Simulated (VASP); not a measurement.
# Ir (Fm-3m) in VASP: further runs

Runs on Ir. Level: PBE. Tasks: single point.

Program: VASP 6.6.1. These are calculated values, not measurements. Logs are shortened: lines on timing, memory, paths and dates and some standing lists are left out, and cuts for length are marked.

## 1. The cell of the first run

It takes space group Fm-3m (No. 225, cubic). The conventional cell has a = 3.831 Å, b = 3.831 Å, c = 3.831 Å, α = 90.00°, β = 90.00°, γ = 90.00°. Ir (site symmetry m-3m) has 12 Ir at 2.71 Å within 3.6 Å.

## 2. Single point, PBE

INCAR reads:

```
PREC     = Accurate       # precision mode
ENCUT    = 520            # plane-wave cutoff, eV
EDIFF    = 1E-6           # SCF threshold, eV
ISMEAR   = 1              # smearing method
SIGMA    = 0.1            # smearing width, eV
LREAL    = F              # projectors in reciprocal space
LASPH    = T              # aspherical terms in the spheres
NELM     = 80             # most SCF steps
ALGO     = Normal         # electronic algorithm
ISIF     = 2              # what is computed and relaxed
LWAVE    = F              # write WAVECAR
LCHARG   = T              # write CHGCAR
GGA      = PE             # functional
LELF     = T              # ELF
LVHAR    = T            
NBANDS   = 10             # bands
```

KPOINTS reads:

```
Automatic mesh
0
Gamma
  13 13 13
```

POSCAR reads:

```
Ir
1.0
    0.0000000000      1.9156000000      1.9156000000
    1.9156000000      0.0000000000      1.9156000000
    1.9156000000      1.9156000000      0.0000000000
Ir
1
Direct
    0.0000000000      0.0000000000      0.0000000000
```

Potentials or basis: VASP PAW PBE potentials, release 64 (Ir).

Started as:

```console
> cat potpaw_PBE.64/Ir/POTCAR > POTCAR
> mpirun -np 1 vasp_std > vasp.out
```

OUTCAR:

```text
PREC = Accurate
   ENCUT = 520
   EDIFF = 1E-6
   ISMEAR = 1
   LREAL = F
   LASPH = T
   NELM = 80
   ISIF = 2
   GGA = PE

 ion  position               nearest neighbor table
   1  0.000  0.000  0.000-

  LATTYP: Found a face centered cubic cell.
 ALAT       =     3.8312000000

  Lattice vectors:

 A1 = (   0.0000000000,   1.9156000000,   1.9156000000)
 A2 = (   1.9156000000,   0.0000000000,   1.9156000000)
 A3 = (   1.9156000000,   1.9156000000,   0.0000000000)

Analysis of symmetry for initial positions (statically):
=====================================================================
 Subroutine PRICEL returns:
 Original cell was already a primitive cell.

 Routine SETGRP: Setting up the symmetry group for a
 face centered cubic supercell.

 Subroutine GETGRP returns: Found 48 space group operations
 (whereof 48 operations were pure point group operations)
 out of a pool of 48 trial point group operations.

The static configuration has the point symmetry O_h .

Analysis of symmetry for dynamics (positions and initial velocities):
=====================================================================
 Subroutine PRICEL returns:
 Original cell was already a primitive cell.

 Routine SETGRP: Setting up the symmetry group for a
 face centered cubic supercell.

 Subroutine GETGRP returns: Found 48 space group operations
 (whereof 48 operations were pure point group operations)
 out of a pool of 48 trial point group operations.

The dynamic configuration has the point symmetry O_h .

 Subroutine INISYM returns: Found 48 space group operations
 (whereof 48 operations are pure point group operations),
 and found     1 'primitive' translations

----------------------------------------------------------------------------------------

                                     Primitive cell

  volume of cell :      14.0587

  direct lattice vectors                    reciprocal lattice vectors
     0.000000000  1.915600000  1.915600000    -0.261014826  0.261014826  0.261014826
     1.915600000  0.000000000  1.915600000     0.261014826 -0.261014826  0.261014826
     1.915600000  1.915600000  0.000000000     0.261014826  0.261014826 -0.261014826

  length of vectors
     2.709067500  2.709067500  2.709067500     0.452090940  0.452090940  0.452090940

  position of ions in fractional coordinates (direct lattice)
     0.000000000  0.000000000  0.000000000

  ion indices of the primitive-cell ions
   primitive index   ion index
                 1           1

----------------------------------------------------------------------------------------

 KPOINTS: Automatic mesh

Automatic generation of k-mesh.
 Grid dimensions read from file:
 generate k-points for:   13   13   13

 Generating k-lattice:

  Cartesian coordinates                     Fractional coordinates (reciprocal lattice)
    -0.020078064  0.020078064  0.020078064     0.076923077  0.000000000  0.000000000
     0.020078064 -0.020078064  0.020078064     0.000000000  0.076923077  0.000000000
     0.020078064  0.020078064 -0.020078064     0.000000000  0.000000000  0.076923077

  Length of vectors
     0.034776226  0.034776226  0.034776226

  Shift w.r.t. Gamma in fractional coordinates (k-lattice)
     0.000000000  0.000000000  0.000000000

 Subroutine IBZKPT returns following result:
 ===========================================

 Found     84 irreducible k-points:

 Following reciprocal coordinates:
            Coordinates               Weight
  0.000000  0.000000  0.000000      1.000000
  0.076923  0.000000  0.000000      8.000000
  0.153846  0.000000  0.000000      8.000000
  0.230769  0.000000  0.000000      8.000000
  0.307692  0.000000  0.000000      8.000000
  0.384615  0.000000  0.000000      8.000000
[... 16 lines left out ...]
  0.384615  0.153846  0.000000     24.000000
  0.461538  0.153846  0.000000     24.000000
 [... further k-points ...]
   k-points           NKPTS =     84   k-points in BZ     NKDIM =     84   number of bands    NBANDS=     10
   number of dos      NEDOS =    301   number of ions     NIONS =      1
   total plane-waves  NPLWV =   8000
   dimension x,y,z NGX =    20 NGY =   20 NGZ =   20
   dimension x,y,z NGXF=    40 NGYF=   40 NGZF=   40
   ions per type =               1
   NGX,Y,Z   is equivalent  to a cutoff of  12.27, 12.27, 12.27 a.u.
   NGXF,Y,Z  is equivalent  to a cutoff of  24.55, 24.55, 24.55 a.u.
 SYSTEM =  unknown system
   PREC   = accura    normal or accurate (medium, high low for compatibility)
   ISTART =      0    job   : 0-new  1-cont  2-samecut
   ICHARG =      2    charge: 1-file 2-atom 10-const
   ISPIN  =      1    spin polarized calculation?
   LNONCOLLINEAR =      F non collinear calculations
   LSORBIT =      F    spin-orbit coupling
   LASPH  =      T    aspherical Exc in radial PAW
   ENCUT  =  520.0 eV  38.22 Ry    6.18 a.u.   5.04  5.04  5.04*2*pi/ulx,y,z
   NELM   =     80;   NELMIN=  2; NELMDL= -5     # of ELM steps
   EDIFF  = 0.1E-05   stopping-criterion for ELM
   LREAL  =      F    real-space projection
   EDIFFG = 0.1E-04   stopping-criterion for IOM
   NSW    =      0    number of steps for IOM
   IBRION =     -1    ionic relax: 0-MD 1-quasi-New 2-CG
   NFREE  =      0    steps in history (QN), initial steepest desc. (CG)
   ISIF   =      2    stress and relaxation
   ISYM   =      2    0-nonsym 1-usesym 2-fastsym
   POTIM  = 0.5000    time-step for ionic-motion
   TEBEG  =    0.0;   TEEND  =   0.0 temperature during run
   PSTRESS=    0.0 pullay stress
   NELECT =       9.0000    total number of electrons
   NUPDOWN=      -1.0000    fix difference up-down
   EMIN   =  10.00;   EMAX   =-10.00  energy-range for DOS
   EFERMI =   0.00;   METHOD = LEGACY
   ISMEAR =     1;   SIGMA  =   0.10  broadening in eV -4-tet -1-fermi 0-gaus
   EFERMI_NEDOS =   21; number of points for ismear=-14 and -15
   IALGO  =     38    algorithm
   IMIX   =      4    mixing-type and parameters
     AMIX     =   0.40;   BMIX     =  1.00
     AMIX_MAG =   1.60;   BMIX_MAG =  1.00
  volume/ion in A,a.u.               =      14.06        94.87
  Fermi-wavevector in a.u.,A,eV,Ry     =   1.410937  2.666284 27.085691  1.990742
  Thomas-Fermi vector in A             =   2.532839
   LORBIT       =      0    0 simple, 1 ext, 2 COOP (PROOUT), +10 PAW based schemes
   GGA     = PE    functional components
   LHFCALC =     F    Hartree Fock is set to
   AEXX    =    0.0000 exact exchange contribution
   IVDW    =     0    specifies the selected vdW correction
   LEPSILON=     F    determine dielectric tensor
   LRPA    =     F    only Hartree local field effects (RPA)
 non-spin polarized calculation
 Methfessel and Paxton  Order N= 1 SIGMA  =   0.10
  energy-cutoff  :      520.00
  volume of cell :       14.06
 maximum number of plane-waves:       388
   NGX =  9   NGY =  9   NGZ =  9

 number of electron       9.0000000 magnetization

 Free energy of the ion-electron system (eV)
  ---------------------------------------------------
  ext. energy  EPLUGINS =         0.00000000
  ---------------------------------------------------
  free energy    TOTEN  =        -8.82442224 eV

  energy without entropy =       -8.82441888  energy(sigma->0) =       -8.82442112

 E-fermi :  10.5262     XC(G=0): -14.0245

 val. band max:       10.5052858874   @ k =  -0.4615   0.4615   0.0000
 cond. band min:      10.5582227862   @ k =   0.3077   0.2308   0.0000
 fundamental gap:      0.0529368989
 Fermi energy:        10.5261876339

 k-point     1 :       0.0000    0.0000    0.0000
  band No.  band energies     occupation
      1      -0.6719      2.00000
      2       6.5959      2.00000
      3       6.5959      2.00000
      4       6.5959      2.00000
      5       9.3147      2.00000
      6       9.3147      2.00000
      7      24.8252      0.00000
      8      30.4533      0.00000
      9      30.4533      0.00000
     10      30.4533      0.00000

 k-point     2 :       0.0769    0.0000    0.0000
  band No.  band energies     occupation
      1      -0.4083      2.00000
      2       6.4571      2.00000
      3       6.7088      2.00000
      4       6.7088      2.00000
      5       9.2432      2.00000
      6       9.2432      2.00000
      7      25.2789      0.00000
      8      29.1755      0.00000
      9      30.8887      0.00000
     10      30.8887      0.00000

 k-point     3 :       0.1538    0.0000    0.0000
  band No.  band energies     occupation
      1       0.3261      2.00000
      2       6.1573      2.00000
      3       6.9569      2.00000
      4       6.9569      2.00000
      5       9.1503      2.00000
      6       9.1503      2.00000
      7      26.3615      0.00000
      8      27.0984      0.00000
      9      32.1182      0.00000
     10      32.1182      0.00000

 k-point     4 :       0.2308    0.0000    0.0000
  band No.  band energies     occupation
      1       1.3125      2.00000
      2       6.0278      2.00000
      3       7.0640      2.00000
      4       7.0640      2.00000
      5       9.3660      2.00000
      6       9.3660      2.00000
      7      24.8648      0.00000
      8      27.3564      0.00000
      9      33.8787      0.00000
     10      33.8787      0.00000
[... 222 lines left out ...]
 k-point    22 :       0.3077    0.1538    0.0000
  band No.  band energies     occupation
      1       2.3939      2.00000
      2       5.1500      2.00000
      3       6.8217      2.00000
      4       7.8131      2.00000
      5       9.4119      2.00000
      6      10.4666      1.83672
      7      24.9825      0.00000
      8      28.3153      0.00000
      9      30.1618      0.00000
     10      31.4535      0.00000

 k-point    23 :       0.3846    0.1538    0.0000
  band No.  band energies     occupation
      1       2.9782      2.00000
      2       5.6222      2.00000
      3       6.3853      2.00000
      4       7.6348      2.00000
      5      10.9097     -0.00000
      6      11.1131     -0.00000
      7      22.1351      0.00000
      8      27.0420      0.00000
      9      29.4616      0.00000
     10      31.5702      0.00000

 k-point    24 :       0.4615    0.1538    0.0000
  band No.  band energies     occupation
      1       3.1120      2.00000
      2       5.8491      2.00000
      3       6.9020      2.00000
      4       7.3965      2.00000
      5      11.5046     -0.00000
      6      12.6926      0.00000
      7      19.2375      0.00000
      8      26.1373      0.00000
      9      29.0317      0.00000
     10      30.2845      0.00000

 [... further k-points ...]
[... 5 lines left out ...]
  --------------------------------------------------------------------------------------
  -------------------------------------------------------------------------------------
  Total        1.0904749      1.0904749      1.0904749      0.0000000     -0.0000000      0.0000000
  in kB      124.2744281    124.2744281    124.2744281      0.0000000     -0.0000000      0.0000000
  external PRESSURE =     124.2744281 kB  Pullay stress =       0.0000000 kB

 VOLUME and BASIS-vectors are now :
 -----------------------------------------------------------------------------
  energy-cutoff  :      520.00
  volume of cell :       14.06
      direct lattice vectors                 reciprocal lattice vectors
     0.000000000  1.915600000  1.915600000    -0.261014826  0.261014826  0.261014826
     1.915600000  0.000000000  1.915600000     0.261014826 -0.261014826  0.261014826
     1.915600000  1.915600000  0.000000000     0.261014826  0.261014826 -0.261014826

 POSITION                                       TOTAL-FORCE (eV/Angst)
 -----------------------------------------------------------------------------------
      0.00000      0.00000      0.00000         0.000000      0.000000     -0.000000
 -----------------------------------------------------------------------------------
    total drift:                                0.000000      0.000000     -0.000000

  FREE ENERGIE OF THE ION-ELECTRON SYSTEM (eV)
  ---------------------------------------------------
  free  energy   TOTEN  =        -8.8244222414 eV

  energy  without entropy=       -8.8244188827  energy(sigma->0) =       -8.82442112
```

It took 9.1 s on 1 thread of Intel Xeon 6975P-C (Granite Rapids), shared host; peak memory 0.13 GiB.

Results:

| Item | Value |
| --- | --- |
| Free energy | -8.8244 eV |
| Pressure | 12.4 GPa |

Levels at points of the mesh, in eV from the Fermi level:
| k point | band 1 | band 2 | band 3 | band 4 | band 5 | band 6 | band 7 | band 8 |
| --- | --- | --- | --- | --- | --- | --- | --- | --- |
| (0.00, 0.00, 0.00) | -11.20 | -3.93 | -3.93 | -3.93 | -1.21 | -1.21 | 14.30 | 19.93 |

Caveat: spin-orbit coupling is left out, which moves the levels of the heavy elements.

## 3. Single point, PBE

INCAR reads:

```
SYSTEM = Ir
  ALGO = Normal
  EDIFF = 1E-6
  ENCUT = 520
  GGA = PE
  ISIF = 2
  ISMEAR = 1
  LASPH = .True.
  LCHARG = .False.
  LREAL = .False.
  LWAVE = .False.
  NBANDS = 10
  NELM = 80
  PREC = Accurate
  SIGMA = 0.1
```

KPOINTS reads:

```
k-points
0
Gamma
  13 13 13
  0 0 0
```

POSCAR is that of step 2.

Potentials or basis: VASP PAW PBE potentials, release 64 (Ir).

Started as:

```console
> cat potpaw_PBE.64/Ir/POTCAR > POTCAR
> mpirun -np 1 vasp_std > vasp.out
```

It took 8.2 s on 1 thread of Intel Xeon 6975P-C (Granite Rapids), shared host; peak memory 0.12 GiB.

It converged, with:

```yaml
Free_energy: -8.8244 eV
Pressure: 12.4 GPa
```

Levels at points of the mesh, in eV from the Fermi level:
| k point | band 1 | band 2 | band 3 | band 4 | band 5 | band 6 | band 7 | band 8 | band 9 |
| --- | --- | --- | --- | --- | --- | --- | --- | --- | --- |
| (0.00, 0.00, 0.00) | -11.20 | -3.93 | -3.93 | -3.93 | -1.21 | -1.21 | 14.30 | 19.93 | 19.93 |

Caveat: spin-orbit coupling is left out, which moves the levels of the heavy elements.
